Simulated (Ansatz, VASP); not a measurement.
**WC: VASP beside Ansatz**

```xyz
2
Lattice="2.8870 0.0000 0.0000 -1.4435 2.5002 0.0000 0.0000 0.0000 2.8176" Properties=species:S:1:pos:R:3 pbc="T T T"
W     0.0000    0.0000    0.0000
C     1.4435    0.8334    1.4088
```

Alike in both runs: task single point; functional PBE; k mesh 11 × 11 × 10; occupations fermi-dirac, width 0.15 eV; no spin polarisation.

```csv
,VASP,Ansatz
version,VASP 6.6.1,Ansatz 0.2.0
potentials or method,"VASP PAW PBE potentials, release 64 (W_sv, C_h), cutoff 1300 eV","plane waves, PAW"
valence electrons in the cell,18,18
```

```tsv
	VASP	Ansatz	Ansatz less VASP
pressure (GPa)	15.5	14.2	-1.23
traceless stress, the component that is largest in VASP (GPa)	0.44	0.23	-0.204
```

Ansatz's warnings: structure snapped to symmetry.

Spin-orbit coupling is off throughout.
